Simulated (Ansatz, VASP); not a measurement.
## Two plane-wave programs on Os

Contents of INCAR:

```
ALGO     = Normal         # electronic algorithm
EDIFF    = 1E-7           # SCF threshold, eV
ENCUT    = 520            # plane-wave cutoff, eV
GGA      = RP             # functional
ISIF     = 2              # what is computed and relaxed
ISMEAR   = -1             # smearing method
LASPH    = True           # aspherical terms in the spheres
LCHARG   = False          # write CHGCAR
LREAL    = False          # projectors in reciprocal space
LWAVE    = False          # write WAVECAR
NBANDS   = 15             # bands
NELM     = 100            # most SCF steps
PREC     = Accurate       # precision mode
SIGMA    = 0.1            # smearing width, eV
```

KPOINTS

```
k-points
0
Gamma
  11 11 11
```

POSCAR

```
Os
1.0
    0.0000000000      2.7903079534      2.7903079534
    2.7903079534      0.0000000000      2.7903079534
    2.7903079534      2.7903079534      0.0000000000
Os
2
Direct
    0.1250000000      0.1250000000      0.1250000000
    0.8750000000      0.8750000000      0.8750000000
```

Input for Ansatz:

```yaml
crystal:
  lattice:
    - [0.0, 2.7903079534, 2.7903079534]
    - [2.7903079534, 0.0, 2.7903079534]
    - [2.7903079534, 2.7903079534, 0.0]
  atoms:
    - { symbol: Os, position: [0.125, 0.125, 0.125] }
    - { symbol: Os, position: [0.875, 0.875, 0.875] }
hamiltonian:
  xc: rpbe
  pseudopotentials:
    kind: paw
    azcp:
      Os: "pseudopotentials/Os.paw.azcp"
basis:
  ecutwfc: 420
  fft_grid_basis: typed
kpoints:
  mp_grid: { grid: [11, 11, 11], shift: [0, 0, 0] }
magnetization:
  spin_polarized: false
scf:
  occupations: { method: fermi_dirac, width: 0.1 }
  lower_state_search: "off"
output:
  stress: true
```

Alike in both runs: task single point; functional RPBE; k mesh 11 × 11 × 11; occupations fermi-dirac, width 0.1 eV; no spin polarisation.

|  | VASP | Ansatz |
| --- | --- | --- |
| version | VASP 6.6.1 | Ansatz 0.2.0 |
| potentials or method | VASP PAW PBE potentials, release 64 (Os), cutoff 520 eV | plane waves (420 eV) with PAW, scalar-relativistic |
| valence electrons in the cell | 16 | 32 |

```tsv
	VASP	Ansatz	Ansatz less VASP
pressure (GPa)	-1.1	0.0	+1.09
```

VASP's potentials were made for PBE, not for RPBE. With one functional, cell and mesh, what is left measures potentials, basis and numerics. VASP's potentials hold 16 valence electrons a cell and Ansatz's 32, so a difference there can come from the potentials and not from the codes.

Neither program's run includes spin-orbit coupling.
